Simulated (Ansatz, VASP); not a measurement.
FeO: VASP beside Ansatz

Contents of INCAR:

```
PREC = Accurate
ENCUT = 600
EDIFF = 1E-6
ISMEAR = 0
SIGMA = 0.02
LREAL = F
LASPH = T
NELM = 150
ALGO = Normal
ISIF = 3
LWAVE = F
LCHARG = F
ISPIN = 2
MAGMOM = 3.9 0.17
LORBIT = 11
LMAXMIX = 4
LDAU = T
LDAUTYPE = 2
LDAUL = 2 -1
LDAUU = 5.3 0
LDAUJ = 0 0
LDAUPRINT = 1
GGA = PE
IBRION = 2
NSW = 100
EDIFFG = -0.005
```

Contents of KPOINTS:

```
Automatic mesh
0
Gamma
  12 12 12
```

The input POSCAR:

```
FeO
1.0
    1.5844211449      0.9147659745      2.4830502406
   -1.5844211449      0.9147659745      2.4830502406
    0.0000000000     -1.8295319490      2.4830502406
Fe O
1 1
Direct
    0.0000000000      0.0000000000      0.0000000000
    0.5000000000      0.5000000000      0.5000000000
```

Input for Ansatz:

```yaml
crystal:
  lattice:
    - [1.5844211449, 0.9147659745, 2.4830502406]
    - [-1.5844211449, 0.9147659745, 2.4830502406]
    - [0.0, -1.829531949, 2.4830502406]
  atoms:
    - { symbol: Fe, position: [0.0, 0.0, 0.0], spin: 3.9 }
    - { symbol: O, position: [0.5, 0.5, 0.5], spin: 0.17 }
basis:
  ecutwfc: 420
kpoints:
  mp_grid: { grid: [12, 12, 12] }
hamiltonian:
  xc: pbe
  hubbard: { sites: [{ species: Fe, l: d, u_eff: 5.3 }] }
scf:
  occupations: { method: gaussian, width: 0.02 }
output:
  forces: true
  stress: true
  eigenvalues: true
  populations: true
magnetization:
  spin_polarized: true
relax:
  adjacent_minimum: "off"
  f_tol: 0.005
  max_steps: 80
  cell: { stress_tol: 0.05 }
```

Alike in both runs: task relaxation of cell and atoms; functional PBE; k mesh 12 × 12 × 12; occupations gaussian, width 0.02 eV; collinear spin; Hubbard terms Fe d U = 5.3 eV.

```csv
,VASP,Ansatz
version,VASP 6.6.1,Ansatz 0.2.0
potentials or method,"VASP PAW PBE potentials, release 64 (Fe, O), cutoff 600 eV","scalar-relativistic, plane waves, PAW"
valence electrons in the cell,14,22
```

Ansatz gave:

```
net moment per atom (μB)                                      : 2.00
size of the moment on the site where the two differ most (μB) : 3.54
relaxed volume (Å³/atom)                                      : 10.80
relaxed cell length with the largest relative difference (Å)  : 3.084
```

Q: Which values does VASP return?

A: net moment per atom (μB): 2.00; size of the moment on the site where the two differ most (μB): 3.85; relaxed volume (Å³/atom): 10.11; relaxed cell length with the largest relative difference (Å): 3.045.

Site moments also hang on the region over which each program counts them. The programs project onto different local orbitals, so the same U acts differently, and such runs can settle in different states. VASP's potentials hold 14 valence electrons a cell and Ansatz's 22, so a difference there can come from the potentials and not from the codes.
